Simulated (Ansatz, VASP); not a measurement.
**Two plane-wave programs on TiO2**

```
Ti O
1.0
    -1.90894    1.90894    5.62162
     1.90894   -1.90894    5.62162
     1.90894    1.90894   -5.62162
Ti O
2 4
Direct
  0.00000 0.00000 0.00000
  0.75000 0.25000 0.50000
  0.20528 0.20528 0.00000
  0.95528 0.45528 0.50000
  0.54472 0.04472 0.50000
  0.79472 0.79472 0.00000
```

Change from the starting cell: strain +0.1500 x Voigt [0, 0, 1, 0, 0, 0], atoms carried along.

Alike in both runs: task single point; functional PBE; k mesh 8 × 8 × 8; occupations gaussian, width 0.05 eV; no spin polarisation; Hubbard terms Ti d U = 4.0 eV.

|  | VASP | Ansatz |
| --- | --- | --- |
| version | VASP 6.6.1 | Ansatz 0.2.0 |
| potentials or method | VASP PAW PBE potentials, release 64 (Ti_sv, O), cutoff 520 eV | scalar-relativistic, plane waves, PAW |
| valence electrons in the cell | 48 | 48 |

VASP gave:

* gap on the k mesh at the Fermi level (eV): 2.34
* least direct gap on the mesh (eV): 2.57
* pressure (GPa): -15.1
* traceless stress, the component that is largest in VASP (GPa): -8.03
* rms of the force components (eV/Å): 0.383

Question: Which values does Ansatz return?

Answer: gap on the k mesh at the Fermi level (eV): 2.23; least direct gap on the mesh (eV): 2.54; pressure (GPa): -17.8; traceless stress, the component that is largest in VASP (GPa): -6.07; rms of the force components (eV/Å): 0.375.

The programs project onto different local orbitals, so the same U acts differently, and such runs can settle in different states. Atom by atom the forces differ by 0.009 eV/Å (rms over components).
